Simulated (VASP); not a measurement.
Wanted: the native input for a VASP 6.6.1 run.

| Property | Result |
| --- | --- |
| Task | single point |
| Functional | PBEsol |
| Potentials or basis | VASP PAW PBE potentials, release 64 (Ir) |
| Cutoff | 520 eV |
| k mesh | 15 × 15 × 4 |
| Occupations | fermi-dirac, width 0.1 eV |
| Spin | no spin polarisation |
| Dipole correction | no |
| Further INCAR settings | ALGO = Normal; EDIFF = 1e-06; NBANDS = 26 |

The structure of Ir lies in POSCAR:

```
Ir
1.0
    2.6365266650      0.0000000000      0.0000000000
   -1.3182633325      2.2832990697      0.0000000000
    0.0000000000      0.0000000000      8.6128918558
Ir
4
Direct
    0.0000000000      0.0000000000      0.0000000000
    0.0000000000      0.0000000000      0.5000000000
    0.3333333333      0.6666666667      0.2500000000
    0.6666666667      0.3333333333      0.7500000000
```

This cell differs from its parent crystal: volume scaled by 0.92.

The input as run:

INCAR

```
SYSTEM = Ir
PREC = Accurate
ENCUT = 520
EDIFF = 1E-6
ISMEAR = -1
SIGMA = 0.1
LREAL = .False.
LASPH = .True.
NELM = 80
ALGO = Normal
ISIF = 2
LWAVE = .False.
LCHARG = .False.
GGA = PS
NBANDS = 26
```

KPOINTS

```
regular mesh
0
Gamma
  15 15 4
  0 0 0
```

Potentials or basis: VASP PAW PBE potentials, release 64 (Ir).

Launch:

```console
$ cat potpaw_PBE.64/Ir/POTCAR > POTCAR
$ mpirun -np 1 vasp_std > vasp.out
```

Results of the run:

```
Pressure               : 41.1 GPa
Band gap on the k mesh : zero (band 18 reaches 13.04 eV, above the bottom of band 19 at 10.09 eV)
```

Caveat: the PAW data sets were made with another functional, which shifts forces and pressure a little; spin-orbit coupling is left out, which moves the levels of the heavy elements.

It took 88 s on 1 thread of Intel Xeon 6975P-C (shared host), peak memory 0.22 GiB.
